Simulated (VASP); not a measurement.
Write the native input for VASP 6.6.1 that does the following.

- Task: single point
- Functional: LDA
- Potentials or basis: VASP PAW LDA potentials, release 64 (In_d, Sb)
- Cutoff: 520 eV
- k mesh: 14 × 14 × 14
- Occupations: gaussian, width 0.15 eV
- Spin: no spin polarisation
- Dipole correction: no
- Further INCAR settings: ALGO = Normal; EDIFF = 1e-06; NBANDS = 16

The structure of InSb lies in POSCAR:

```
InSb
1.0
    0.0000000000      3.0735130000      3.0120427400
    3.0735130000      0.0000000000      3.0120427400
    3.0735130000      3.0735130000      0.0000000000
In Sb
1 1
Direct
    0.0000000000      0.0000000000      0.0000000000
    0.5000000000      0.5000000000      0.5000000000
```

This cell differs from its parent crystal: strain -0.0200 x Voigt [0, 0, 1, 0, 0, 0].

One way to write it, as run:

INCAR

```
PREC = Accurate
ENCUT = 520
EDIFF = 1E-6
ISMEAR = 0
SIGMA = 0.15
LREAL = False
LASPH = True
NELM = 100
ALGO = Normal
ISIF = 2
LWAVE = False
LCHARG = True
LELF = True
LVHAR = True
NBANDS = 16
```

KPOINTS

```
regular mesh
0
Gamma
  14 14 14
```

Potentials or basis: VASP PAW LDA potentials, release 64 (In_d, Sb).

Run with:

```console
$ cat potpaw_LDA.64/In_d/POTCAR potpaw_LDA.64/Sb/POTCAR > POTCAR
$ mpirun -np 1 vasp_std > vasp.out
```

It gave:

- Pressure: -3.2 GPa
- Band gap on the k mesh: zero (bands 9 and 10 overlap by 2.80 eV)

Caveat: the cell differs from its parent crystal (strain -0.0200 x Voigt [0, 0, 1, 0, 0, 0]); the cell stands under tension; spin-orbit coupling is left out, which moves the levels of the heavy elements.

Wall time 89 s on 1 thread of AMD EPYC 9R45 96-Core Processor (Zen 5) (shared host), peak memory 0.31 GiB.
